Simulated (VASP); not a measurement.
# Si (I4/mmm) in VASP: notebook

The runs below take Si through single point, with LDA.

Everything below comes from runs of VASP 6.6.1. Logs are shortened: lines on timing, memory, paths and dates and some standing lists are left out, and cuts for length are marked.

**1. The cell of the first run**

The structure is tetragonal, space group I4/mmm (No. 139). The conventional cell has a = 3.320 Å, b = 3.320 Å, c = 2.649 Å, α = 90.00°, β = 90.00°, γ = 90.00°. Within 3.5 Å of Si (site symmetry 4/mmm) lie 14 Si at 2.65 to 3.32 Å.

**2. Single point, LDA (strain +0.015 along x and y, +0.015 along z)**

INCAR

```
SYSTEM = Si
PREC     = Accurate       ! precision mode
ENCUT    = 520            ! plane-wave cutoff, eV
EDIFF    = 1E-6           ! SCF threshold, eV
ISMEAR   = 0              ! smearing method
SIGMA    = 0.15           ! smearing width, eV
LREAL    = .FALSE.        ! projectors in reciprocal space
LASPH    = .TRUE.         ! aspherical terms in the spheres
NELM     = 60             ! most SCF steps
ALGO     = Normal         ! electronic algorithm
ISIF     = 2              ! what is computed and relaxed
LWAVE    = .FALSE.        ! write WAVECAR
LCHARG   = .FALSE.        ! write CHGCAR
GGA      = CA             ! functional
NBANDS   = 8              ! bands
```

KPOINTS

```
regular mesh
0
G
  28 28 28
  0 0 0
```

POSCAR

```
Si
1.0
   -1.6601978850      1.6601978850      1.3243844741
    1.6601978850     -1.6601978850      1.3243844741
    1.6601978850      1.6601978850     -1.3243844741
Si
1
Direct
    0.0000000000      0.0000000000      0.0000000000
```

Potentials or basis: VASP PAW LDA potentials, release 64 (Si).

Launch:

```
cat potpaw_LDA.64/Si/POTCAR > POTCAR
mpirun -np 1 vasp_std > vasp.out
```

OUTCAR:

```text
SYSTEM = Si
   PREC = Accurate
   ENCUT = 520
   EDIFF = 1E-6
   ISMEAR = 0
   LREAL = .FALSE.
   LASPH = .TRUE.
   NELM = 60
   ISIF = 2
   GGA = CA

 ion  position               nearest neighbor table
   1  0.000  0.000  0.000-

  LATTYP: Found a body centered tetragonal cell.
 ALAT       =     3.3203957700
 C/A-ratio  =     0.7977268771

  Lattice vectors:

 A1 = (  -1.6601978850,   1.6601978850,   1.3243844741)
 A2 = (   1.6601978850,  -1.6601978850,   1.3243844741)
 A3 = (   1.6601978850,   1.6601978850,  -1.3243844741)

Analysis of symmetry for initial positions (statically):
=====================================================================
 Subroutine PRICEL returns:
 Original cell was already a primitive cell.

 Routine SETGRP: Setting up the symmetry group for a
 body centered tetragonal supercell.

 Subroutine GETGRP returns: Found 16 space group operations
 (whereof 16 operations were pure point group operations)
 out of a pool of 16 trial point group operations.

The static configuration has the point symmetry D_4h.

Analysis of symmetry for dynamics (positions and initial velocities):
=====================================================================
 Subroutine PRICEL returns:
 Original cell was already a primitive cell.

 Routine SETGRP: Setting up the symmetry group for a
 body centered tetragonal supercell.

 Subroutine GETGRP returns: Found 16 space group operations
 (whereof 16 operations were pure point group operations)
 out of a pool of 16 trial point group operations.

The dynamic configuration has the point symmetry D_4h.

 Subroutine INISYM returns: Found 16 space group operations
 (whereof 16 operations are pure point group operations),
 and found     1 'primitive' translations

----------------------------------------------------------------------------------------

                                     Primitive cell

  volume of cell :      14.6014

  direct lattice vectors                    reciprocal lattice vectors
    -1.660197885  1.660197885  1.324384474     0.000000000  0.301168918  0.377533873
     1.660197885 -1.660197885  1.324384474     0.301168918  0.000000000  0.377533873
     1.660197885  1.660197885 -1.324384474     0.301168918  0.301168918  0.000000000

  length of vectors
     2.695646169  2.695646169  2.695646169     0.482943622  0.482943622  0.425917168

  position of ions in fractional coordinates (direct lattice)
     0.000000000  0.000000000  0.000000000
[... 77 lines left out ...]
   LREAL  =      F    real-space projection
   EDIFFG = 0.1E-04   stopping-criterion for IOM
   NSW    =      0    number of steps for IOM
   IBRION =     -1    ionic relax: 0-MD 1-quasi-New 2-CG
   NFREE  =      0    steps in history (QN), initial steepest desc. (CG)
   ISIF   =      2    stress and relaxation
   ISYM   =      2    0-nonsym 1-usesym 2-fastsym
   POTIM  = 0.5000    time-step for ionic-motion
   TEBEG  =    0.0;   TEEND  =   0.0 temperature during run
   PSTRESS=    0.0 pullay stress
   NELECT =       4.0000    total number of electrons
   NUPDOWN=      -1.0000    fix difference up-down
   EMIN   =  10.00;   EMAX   =-10.00  energy-range for DOS
   EFERMI =   0.00;   METHOD = LEGACY
   ISMEAR =     0;   SIGMA  =   0.15  broadening in eV -4-tet -1-fermi 0-gaus
   EFERMI_NEDOS =   21; number of points for ismear=-14 and -15
   IALGO  =     38    algorithm
   IMIX   =      4    mixing-type and parameters
     AMIX     =   0.40;   BMIX     =  1.00
     AMIX_MAG =   1.60;   BMIX_MAG =  1.00
  volume/ion in A,a.u.               =      14.60        98.53
  Fermi-wavevector in a.u.,A,eV,Ry     =   1.063237  2.009227 15.381029  1.130474
  Thomas-Fermi vector in A             =   2.198715
   LORBIT       =      0    0 simple, 1 ext, 2 COOP (PROOUT), +10 PAW based schemes
   GGA     = CA    functional components
   LHFCALC =     F    Hartree Fock is set to
   AEXX    =    0.0000 exact exchange contribution
   IVDW    =     0    specifies the selected vdW correction
   LEPSILON=     F    determine dielectric tensor
   LRPA    =     F    only Hartree local field effects (RPA)
 non-spin polarized calculation
 Gauss-broadening in eV      SIGMA  =   0.15
  energy-cutoff  :      520.00
  volume of cell :       14.60
 maximum number of plane-waves:       417
   NGX =  9   NGY =  9   NGZ =  9

 number of electron       4.0000000 magnetization

 Free energy of the ion-electron system (eV)
  ---------------------------------------------------
  ext. energy  EPLUGINS =         0.00000000
  ---------------------------------------------------
  free energy    TOTEN  =        -5.55779890 eV

  energy without entropy =       -5.55278944  energy(sigma->0) =       -5.55529417

 E-fermi :   9.9420     XC(G=0): -11.2157

 val. band max:        9.9348708088   @ k =  -0.3214  -0.3214   0.3214
 cond. band min:       9.9420794280   @ k =  -0.2500   0.2500   0.0000
 fundamental gap:      0.0072086192
 Fermi energy:         9.9420222896

 k-point     1 :       0.0000    0.0000    0.0000
  band No.  band energies     occupation
      1      -4.3340      2.00000
      2      19.2349      0.00000
      3      19.3379      0.00000
      4      19.3379      0.00000
      5      22.4561      0.00000
      6      23.2039      0.00000
      7      25.1588      0.00000
      8      25.1588      0.00000
[... 243 lines left out ...]
 k-point    24 :       0.3214    0.0357   -0.0000
  band No.  band energies     occupation
      1      -0.3637      2.00000
      2       9.7167      1.96639
      3      14.8571      0.00000
      4      16.1893      0.00000
      5      17.7189      0.00000
      6      19.9214      0.00000
      7      26.3969      0.00000
      8      30.4135      0.00000

 [... further k-points ...]

------------------------ aborting loop because EDIFF is reached ----------------------------------------

  FORCE on cell =-STRESS in cart. coord.  units (eV):
  Direction    XX          YY          ZZ          XY          YZ          ZX
  --------------------------------------------------------------------------------------
  -------------------------------------------------------------------------------------
  Total       -0.3548317     -0.3548317     -0.3539164      0.0000000      0.0000000     -0.0000000
  in kB      -38.9349185    -38.9349185    -38.8344750      0.0000000      0.0000000     -0.0000000
  external PRESSURE =     -38.9014373 kB  Pullay stress =       0.0000000 kB

 VOLUME and BASIS-vectors are now :
 -----------------------------------------------------------------------------
  energy-cutoff  :      520.00
  volume of cell :       14.60
      direct lattice vectors                 reciprocal lattice vectors
    -1.660197885  1.660197885  1.324384474     0.000000000  0.301168918  0.377533873
     1.660197885 -1.660197885  1.324384474     0.301168918  0.000000000  0.377533873
     1.660197885  1.660197885 -1.324384474     0.301168918  0.301168918  0.000000000

 POSITION                                       TOTAL-FORCE (eV/Angst)
 -----------------------------------------------------------------------------------
      0.00000      0.00000      0.00000         0.000000      0.000000      0.000000
 -----------------------------------------------------------------------------------
    total drift:                                0.000000      0.000000     -0.000000

  FREE ENERGIE OF THE ION-ELECTRON SYSTEM (eV)
  ---------------------------------------------------
  free  energy   TOTEN  =        -5.5577988984 eV

  energy  without entropy=       -5.5527894394  energy(sigma->0) =       -5.55529417
```

OSZICAR:

```text
N       E                     dE             d eps       ncg     rms          rms(c)
DAV:   1    -0.305642053022E+01   -0.30564E+01   -0.17891E+03 28248   0.379E+02
DAV:   2    -0.556342049327E+01   -0.25070E+01   -0.23996E+01 39016   0.303E+01
DAV:   3    -0.557878737311E+01   -0.15367E-01   -0.15339E-01 29888   0.248E+00
DAV:   4    -0.557880398436E+01   -0.16611E-04   -0.16612E-04 43136   0.889E-02
DAV:   5    -0.557880398836E+01   -0.39965E-08   -0.30826E-08 30152   0.717E-04    0.279E+00
DAV:   6    -0.556514088804E+01    0.13663E-01   -0.46940E-03 30728   0.288E-01    0.155E+00
DAV:   7    -0.555783727361E+01    0.73036E-02   -0.85708E-03 30752   0.389E-01    0.115E-01
DAV:   8    -0.555779882199E+01    0.38452E-04   -0.29677E-05 40184   0.431E-02    0.166E-02
DAV:   9    -0.555779889841E+01   -0.76418E-07   -0.10521E-07 31952   0.232E-03
   1 F= -.55577989E+01 E0= -.55552942E+01  d E =-.500946E-02
```

stdout:

```text
POSCAR found type information on POSCAR Si
 POSCAR found :  1 types and       1 ions
 scaLAPACK will be used
 LDA part: xc-table for (Slater(with rela. corr.)+CA(PZ))
 , standard interpolation
 POSCAR, INCAR and KPOINTS ok, starting setup
 FFT: planning ... GRIDC
 FFT: planning ... GRID_SOFT
 FFT: planning ... GRID
 WAVECAR not read
 entering main loop
```

Run time: 54 s. Hardware: 1 thread of Intel Xeon Platinum 8559C (Emerald Rapids), shared host; peak memory 0.25 GiB.

Results:

* Free energy: -5.5578 eV
* Pressure: -3.9 GPa
* Band gap on the k mesh: zero (band 2 reaches 19.32 eV, above the bottom of band 3 at 6.47 eV)

Caveat: the cell differs from its parent crystal (strain +0.015 along x and y, +0.015 along z).

**3. Single point, LDA (strain +0.030 along x and y, +0.000 along z)**

INCAR

```
PREC = Accurate
ENCUT = 520
EDIFF = 1E-6
ISMEAR = 0
SIGMA = 0.15
LREAL = F
LASPH = T
NELM = 80
ALGO = Normal
ISIF = 2
LWAVE = F
LCHARG = F
GGA = CA
NBANDS = 8
```

KPOINTS

```
regular mesh
0
Gamma
  28 28 28
```

POSCAR

```
Si
1.0
   -1.6847328291      1.6847328291      1.3048122898
    1.6847328291     -1.6847328291      1.3048122898
    1.6847328291      1.6847328291     -1.3048122898
Si
1
Direct
    0.0000000000      0.0000000000      0.0000000000
```

Potentials or basis: VASP PAW LDA potentials, release 64 (Si).

Launch:

```
cat potpaw_LDA.64/Si/POTCAR > POTCAR
mpirun -np 1 vasp_std > vasp.out
```

Run time: 55 s. Hardware: 1 thread of Intel Xeon Platinum 8559C (Emerald Rapids), shared host; peak memory 0.25 GiB.

Results (log left out):

| Quantity | Value |
| --- | --- |
| Free energy | -5.5510 eV |
| Pressure | -4.8 GPa |
| Band gap on the k mesh | zero (band 2 reaches 18.65 eV, above the bottom of band 3 at 6.35 eV) |

Stress tensor (GPa, compression positive):
```
-5.14  0.00  0.00
 0.00 -5.14  0.00
 0.00  0.00 -4.26
```

Levels at points of the mesh, in eV from the Fermi level:
```
           k point  band 1  band 2  band 3  band 4  band 5  band 6
(0.00, 0.00, 0.00)  -14.16    8.89    8.89    8.90   11.98   13.48
(0.50, 0.00, 0.00)   -5.98   -5.68    4.43    5.92    6.19    8.80
(0.50, 0.50, 0.00)   -8.63   -7.06    9.37   11.19   11.68   12.36
(0.50, 0.50, 0.50)   -2.59   -2.59   -2.40    1.30    5.16    7.44
```

Caveat: the cell differs from its parent crystal (strain +0.030 along x and y, +0.000 along z).
